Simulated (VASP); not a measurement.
# SnO (P4/nmm) in VASP: a series of runs

The runs below take SnO through single point, with PBE.

Everything below comes from runs of VASP 6.6.1. Logs are shortened: lines on timing, memory, paths and dates and some standing lists are left out, and cuts for length are marked.

## (1) The cell of the first run

It takes space group P4/nmm (No. 129, tetragonal). The conventional cell has a = 3.831 Å, b = 3.831 Å, c = 4.806 Å, α = 90.00°, β = 90.00°, γ = 90.00°. Within 2.9 Å of Sn (site symmetry 4mm) lie 4 O at 2.23 Å. O (site symmetry -4m2) has 4 Sn at 2.23 Å and 4 O at 2.71 Å within 2.9 Å.

## (2) Single point, PBE (strain +1.0%)

Input file INCAR:

```
  PREC = Accurate
  ENCUT = 600
  EDIFF = 1E-6
  ISMEAR = -1
  SIGMA = 0.02
  LREAL = F
  LASPH = T
  NELM = 120
  ALGO = Normal
  ISIF = 2
  LWAVE = F
  LCHARG = T
  GGA = PE
  LELF = T
  LVHAR = T
  NBANDS = 28
  GGA_COMPAT = F
```

Input file KPOINTS:

```
regular mesh
0
Gamma
  6 6 6
```

Input file POSCAR:

```
SnO
1.0
    3.8305139423      0.0000000000      0.0000000000
    0.0000000000      3.8305139423      0.0000000000
    0.0000000000      0.0000000000      4.8059711001
Sn O
2 2
Direct
    0.0000000000      0.5000000000      0.2364286208
    0.5000000000      0.0000000000      0.7635713792
    0.5000000000      0.5000000000      0.0000000000
    0.0000000000      0.0000000000      0.0000000000
```

Potentials or basis: VASP PAW PBE potentials, release 64 (Sn_d, O).

Command:

```
$ cat potpaw_PBE.64/Sn_d/POTCAR potpaw_PBE.64/O/POTCAR > POTCAR
$ mpirun -np 1 vasp_std > vasp.out
```

OUTCAR:

```text
PREC = Accurate
   ENCUT = 600
   EDIFF = 1E-6
   ISMEAR = -1
   LREAL = F
   LASPH = T
   NELM = 120
   ISIF = 2
   GGA = PE

 ion  position               nearest neighbor table
   1  0.000  0.500  0.236-   3 2.23   4 2.23   4 2.23   3 2.23   2 3.54   2 3.54   2 3.54   2 3.54
                             2 3.71   2 3.71   2 3.71   2 3.71
   2  0.500  0.000  0.764-   3 2.23   4 2.23   3 2.23   4 2.23   1 3.54   1 3.54   1 3.54   1 3.54
                             1 3.71   1 3.71   1 3.71   1 3.71
   3  0.500  0.500  0.000-   1 2.23   2 2.23   2 2.23   1 2.23
   4  0.000  0.000  0.000-   1 2.23   2 2.23   1 2.23   2 2.23

  LATTYP: Found a simple tetragonal cell.
 ALAT       =     3.8305139423
 C/A-ratio  =     1.2546543812

  Lattice vectors:

 A1 = (   3.8305139423,   0.0000000000,   0.0000000000)
 A2 = (   0.0000000000,   3.8305139423,   0.0000000000)
 A3 = (   0.0000000000,   0.0000000000,   4.8059711001)

Analysis of symmetry for initial positions (statically):
=====================================================================
 Subroutine PRICEL returns:
 Original cell was already a primitive cell.

 Routine SETGRP: Setting up the symmetry group for a
 simple tetragonal supercell.

 Subroutine GETGRP returns: Found 16 space group operations
 (whereof  8 operations were pure point group operations)
 out of a pool of 16 trial point group operations.

The static configuration has the point symmetry D_2d.
 The point group associated with its full space group is D_4h.

Analysis of symmetry for dynamics (positions and initial velocities):
=====================================================================
 Subroutine PRICEL returns:
 Original cell was already a primitive cell.

 Routine SETGRP: Setting up the symmetry group for a
 simple tetragonal supercell.

 Subroutine GETGRP returns: Found 16 space group operations
 (whereof  8 operations were pure point group operations)
 out of a pool of 16 trial point group operations.

The dynamic configuration has the point symmetry D_2d.
 The point group associated with its full space group is D_4h.

 Subroutine INISYM returns: Found 16 space group operations
 (whereof  8 operations are pure point group operations),
 and found     1 'primitive' translations

----------------------------------------------------------------------------------------

                                     Primitive cell

  volume of cell :      70.5172

  direct lattice vectors                    reciprocal lattice vectors
     3.830513942  0.000000000  0.000000000     0.261061574  0.000000000  0.000000000
     0.000000000  3.830513942  0.000000000     0.000000000  0.261061574  0.000000000
     0.000000000  0.000000000  4.805971100     0.000000000  0.000000000  0.208074493

  length of vectors
     3.830513942  3.830513942  4.805971100     0.261061574  0.261061574  0.208074493

  position of ions in fractional coordinates (direct lattice)
     0.000000000  0.500000000  0.236428621
     0.500000000  0.000000000  0.763571379
     0.500000000  0.500000000  0.000000000
     0.000000000  0.000000000  0.000000000

  ion indices of the primitive-cell ions
   primitive index   ion index
                 1           1
                 2           2
                 3           3
                 4           4

----------------------------------------------------------------------------------------

 KPOINTS: regular mesh

Automatic generation of k-mesh.
 Grid dimensions read from file:
 generate k-points for:    6    6    6

 Generating k-lattice:

  Cartesian coordinates                     Fractional coordinates (reciprocal lattice)
     0.043510262  0.000000000  0.000000000     0.166666667  0.000000000  0.000000000
     0.000000000  0.043510262  0.000000000     0.000000000  0.166666667  0.000000000
     0.000000000  0.000000000  0.034679082     0.000000000  0.000000000  0.166666667

  Length of vectors
     0.043510262  0.043510262  0.034679082

  Shift w.r.t. Gamma in fractional coordinates (k-lattice)
     0.000000000  0.000000000  0.000000000

 Subroutine IBZKPT returns following result:
 ===========================================

 Found     40 irreducible k-points:

 Following reciprocal coordinates:
            Coordinates               Weight
  0.000000  0.000000  0.000000      1.000000
  0.166667  0.000000  0.000000      4.000000
  0.333333  0.000000  0.000000      4.000000
  0.500000  0.000000  0.000000      2.000000
  0.166667  0.166667  0.000000      4.000000
  0.333333  0.166667  0.000000      8.000000
[... 16 lines left out ...]
  0.333333  0.000000  0.333333      8.000000
  0.500000  0.000000  0.333333      4.000000
 [... further k-points ...]
   k-points           NKPTS =     40   k-points in BZ     NKDIM =     40   number of bands    NBANDS=     28
   number of dos      NEDOS =    301   number of ions     NIONS =      4
   total plane-waves  NPLWV =  40960
   dimension x,y,z NGX =    32 NGY =   32 NGZ =   40
   dimension x,y,z NGXF=    64 NGYF=   64 NGZF=   80
   ions per type =               2   2
   NGX,Y,Z   is equivalent  to a cutoff of  13.89, 13.89, 13.84 a.u.
   NGXF,Y,Z  is equivalent  to a cutoff of  27.78, 27.78, 27.67 a.u.
 SYSTEM =  unknown system
   PREC   = accura    normal or accurate (medium, high low for compatibility)
   ISTART =      0    job   : 0-new  1-cont  2-samecut
   ICHARG =      2    charge: 1-file 2-atom 10-const
   ISPIN  =      1    spin polarized calculation?
   LNONCOLLINEAR =      F non collinear calculations
   LSORBIT =      F    spin-orbit coupling
   LASPH  =      T    aspherical Exc in radial PAW
   ENCUT  =  600.0 eV  44.10 Ry    6.64 a.u.   7.65  7.65  9.60*2*pi/ulx,y,z
   NELM   =    120;   NELMIN=  2; NELMDL= -5     # of ELM steps
   EDIFF  = 0.1E-05   stopping-criterion for ELM
   LREAL  =      F    real-space projection
   EDIFFG = 0.1E-04   stopping-criterion for IOM
   NSW    =      0    number of steps for IOM
   IBRION =     -1    ionic relax: 0-MD 1-quasi-New 2-CG
   NFREE  =      0    steps in history (QN), initial steepest desc. (CG)
   ISIF   =      2    stress and relaxation
   ISYM   =      2    0-nonsym 1-usesym 2-fastsym
   POTIM  = 0.5000    time-step for ionic-motion
   TEBEG  =    0.0;   TEEND  =   0.0 temperature during run
   PSTRESS=    0.0 pullay stress
   NELECT =      40.0000    total number of electrons
   NUPDOWN=      -1.0000    fix difference up-down
   EMIN   =  10.00;   EMAX   =-10.00  energy-range for DOS
   EFERMI =   0.00;   METHOD = LEGACY
   ISMEAR =    -1;   SIGMA  =   0.02  broadening in eV -4-tet -1-fermi 0-gaus
   EFERMI_NEDOS =   21; number of points for ismear=-14 and -15
   IALGO  =     38    algorithm
   IMIX   =      4    mixing-type and parameters
     AMIX     =   0.40;   BMIX     =  1.00
     AMIX_MAG =   1.60;   BMIX_MAG =  1.00
  volume/ion in A,a.u.               =      17.63       118.97
  Fermi-wavevector in a.u.,A,eV,Ry     =   1.355178  2.560915 24.987208  1.836508
  Thomas-Fermi vector in A             =   2.482288
   LORBIT       =      0    0 simple, 1 ext, 2 COOP (PROOUT), +10 PAW based schemes
   GGA     = PE    functional components
   LHFCALC =     F    Hartree Fock is set to
   AEXX    =    0.0000 exact exchange contribution
   IVDW    =     0    specifies the selected vdW correction
   LEPSILON=     F    determine dielectric tensor
   LRPA    =     F    only Hartree local field effects (RPA)
 non-spin polarized calculation
  energy-cutoff  :      600.00
  volume of cell :       70.52
 maximum number of plane-waves:      2373
 NGX is ok and might be reduce to    32
   NGX = 15   NGY = 15   NGZ = 19

 number of electron      40.0000013 magnetization

 Free energy of the ion-electron system (eV)
  ---------------------------------------------------
  ext. energy  EPLUGINS =         0.00000000
  ---------------------------------------------------
  free energy    TOTEN  =       -22.68286989 eV

  energy without entropy =      -22.68284236  energy(sigma->0) =      -22.68285613

 E-fermi :   7.1250     XC(G=0): -10.2208

 val. band max:        7.0307968796   @ k =   0.0000   0.0000   0.0000
 cond. band min:       7.2273238666   @ k =   0.5000   0.5000   0.0000
 fundamental gap:      0.1965269871
 Fermi energy:         7.1249890002

 k-point     1 :       0.0000    0.0000    0.0000
  band No.  band energies     occupation
      1     -14.9225      2.00000
      2     -14.4839      2.00000
      3     -14.4839      2.00000
      4     -14.4738      2.00000
      5     -14.4381      2.00000
      6     -14.4327      2.00000
[... 20 lines left out ...]
     27      13.8695      0.00000
     28      14.2773      0.00000

 k-point     2 :       0.1667    0.0000    0.0000
  band No.  band energies     occupation
      1     -14.9069      2.00000
      2     -14.4975      2.00000
      3     -14.4775      2.00000
      4     -14.4775      2.00000
      5     -14.4460      2.00000
      6     -14.4403      2.00000
[... 20 lines left out ...]
     27      14.1388      0.00000
     28      16.0808      0.00000

 k-point     3 :       0.3333    0.0000    0.0000
  band No.  band energies     occupation
      1     -14.8631      2.00000
      2     -14.6557      2.00000
      3     -14.4625      2.00000
      4     -14.4601      2.00000
      5     -14.4447      2.00000
      6     -14.4371      2.00000
[... 20 lines left out ...]
     27      14.6174      0.00000
     28      17.2763      0.00000

 k-point     4 :       0.5000    0.0000    0.0000
  band No.  band energies     occupation
      1     -14.7846      2.00000
      2     -14.7846      2.00000
      3     -14.4501      2.00000
      4     -14.4501      2.00000
      5     -14.4417      2.00000
      6     -14.4417      2.00000
[... 578 lines left out ...]
     27      15.0181      0.00000
     28      16.2095      0.00000

 k-point    23 :       0.3333    0.0000    0.3333
  band No.  band energies     occupation
      1     -14.8638      2.00000
      2     -14.6762      2.00000
      3     -14.4779      2.00000
      4     -14.4576      2.00000
      5     -14.4458      2.00000
      6     -14.4393      2.00000
[... 20 lines left out ...]
     27      15.5484      0.00000
     28      17.3602      0.00000

 k-point    24 :       0.5000    0.0000    0.3333
  band No.  band energies     occupation
      1     -14.7965      2.00000
      2     -14.7965      2.00000
      3     -14.4748      2.00000
      4     -14.4748      2.00000
      5     -14.4365      2.00000
      6     -14.4365      2.00000
[... 20 lines left out ...]
     27      16.2985      0.00000
     28      16.2985      0.00000

 [... further k-points ...]
[... 5 lines left out ...]
  --------------------------------------------------------------------------------------
  -------------------------------------------------------------------------------------
  Total        1.6878392      1.6878392      1.7813253      0.0000000      0.0000000      0.0000000
  in kB       38.3483261     38.3483261     40.4723626      0.0000000      0.0000000      0.0000000
  external PRESSURE =      39.0563383 kB  Pullay stress =       0.0000000 kB

 VOLUME and BASIS-vectors are now :
 -----------------------------------------------------------------------------
  energy-cutoff  :      600.00
  volume of cell :       70.52
      direct lattice vectors                 reciprocal lattice vectors
     3.830513942  0.000000000  0.000000000     0.261061574  0.000000000  0.000000000
     0.000000000  3.830513942  0.000000000     0.000000000  0.261061574  0.000000000
     0.000000000  0.000000000  4.805971100     0.000000000  0.000000000  0.208074493

 POSITION                                       TOTAL-FORCE (eV/Angst)
 -----------------------------------------------------------------------------------
      0.00000      1.91526      1.13627         0.000000      0.000000      0.550797
      1.91526      0.00000      3.66970         0.000000      0.000000     -0.550797
      1.91526      1.91526      0.00000         0.000000      0.000000      0.000000
      0.00000      0.00000      0.00000         0.000000     -0.000000      0.000000
 -----------------------------------------------------------------------------------
    total drift:                                0.000000     -0.000000     -0.000000

  FREE ENERGIE OF THE ION-ELECTRON SYSTEM (eV)
  ---------------------------------------------------
  free  energy   TOTEN  =       -22.6828698939 eV

  energy  without entropy=      -22.6828423610  energy(sigma->0) =      -22.68285613
```

Run time: 2 min. Hardware: 1 thread of Intel Xeon 8259CL, shared host; peak memory 0.24 GiB.

Results:

* Free energy: -22.6829 eV
* Pressure: 3.9 GPa
* Largest force: 0.551 eV/Å
* Band gap on the k mesh: 0.20 eV, indirect (least direct gap 1.98 eV)

Forces on the atoms (eV/Å):
```
Sn   0.000  0.000  0.551
Sn   0.000  0.000 -0.551
O    0.000  0.000  0.000
O    0.000  0.000  0.000
```

Stress tensor (GPa, compression positive):
```
3.83 0.00 0.00
0.00 3.83 0.00
0.00 0.00 4.05
```

Caveat: the cell differs from its parent crystal (strain +1.0%); spin-orbit coupling is left out, which moves the levels of the heavy elements. A k mesh can miss the band edges.

## (3) Single point, PBE (strain +3.0%)

Input file INCAR:

```
SYSTEM = SnO
PREC     = Accurate       ! precision mode
ENCUT    = 600            ! plane-wave cutoff, eV
EDIFF    = 1E-6           ! SCF threshold, eV
ISMEAR   = -1             ! smearing method
SIGMA    = 0.02           ! smearing width, eV
LREAL    = .False.        ! projectors in reciprocal space
LASPH    = .True.         ! aspherical terms in the spheres
NELM     = 120            ! most SCF steps
ALGO     = Normal         ! electronic algorithm
ISIF     = 2              ! what is computed and relaxed
LWAVE    = .False.        ! write WAVECAR
LCHARG   = .True.         ! write CHGCAR
GGA      = PE             ! functional
LELF     = .True.         ! ELF
LVHAR    = .True.       
NBANDS   = 28             ! bands
GGA_COMPAT= .False.
```

Input file KPOINTS:

```
regular mesh
0
Gamma
  6 6 6
  0 0 0
```

Input file POSCAR:

```
SnO
1.0
    3.9063657035      0.0000000000      0.0000000000
    0.0000000000      3.9063657035      0.0000000000
    0.0000000000      0.0000000000      4.9011388447
Sn O
2 2
Direct
    0.0000000000      0.5000000000      0.2276951277
    0.5000000000      0.0000000000      0.7723048723
    0.5000000000      0.5000000000      0.0000000000
    0.0000000000      0.0000000000      0.0000000000
```

Potentials or basis: VASP PAW PBE potentials, release 64 (Sn_d, O).

Command:

```
$ cat potpaw_PBE.64/Sn_d/POTCAR potpaw_PBE.64/O/POTCAR > POTCAR
$ mpirun -np 1 vasp_std > vasp.out
```

It took 2 min on 1 thread of Intel Xeon 8259CL, shared host; peak memory 0.24 GiB.

Results (log left out):

```
Free energy            : -22.7053 eV
Pressure               : 0.9 GPa
Largest force          : 0.515 eV/Å
Band gap on the k mesh : 0.65 eV, indirect (least direct gap 1.90 eV)
```

Forces on the atoms (eV/Å):
```
Sn   0.000  0.000  0.515
Sn   0.000  0.000 -0.515
O    0.000  0.000  0.000
O    0.000  0.000  0.000
```

Stress tensor (GPa, compression positive):
```
0.12 0.00 0.00
0.00 0.12 0.00
0.00 0.00 2.56
```

Levels at points of the mesh, in eV from the valence-band top:
```csv
k point,band 18,band 19,band 20,band 21,band 22,band 23
"(0.00, 0.00, 0.00)",-2.97,-2.97,-0.02,1.95,4.29,5.01
"(0.50, 0.00, 0.00)",-4.50,-2.14,-2.14,3.31,3.31,5.73
"(0.50, 0.50, 0.00)",-2.31,-1.52,-1.52,0.65,0.65,4.87
"(0.00, 0.00, 0.50)",-2.98,-2.98,-1.61,1.54,3.36,3.36
"(0.50, 0.00, 0.50)",-4.49,-1.33,-1.33,2.73,2.73,5.60
"(0.50, 0.50, 0.50)",-2.31,-2.23,-2.23,2.85,2.85,4.08
```

Caveat: the cell differs from its parent crystal (strain +3.0%); spin-orbit coupling is left out, which moves the levels of the heavy elements. A k mesh can miss the band edges.
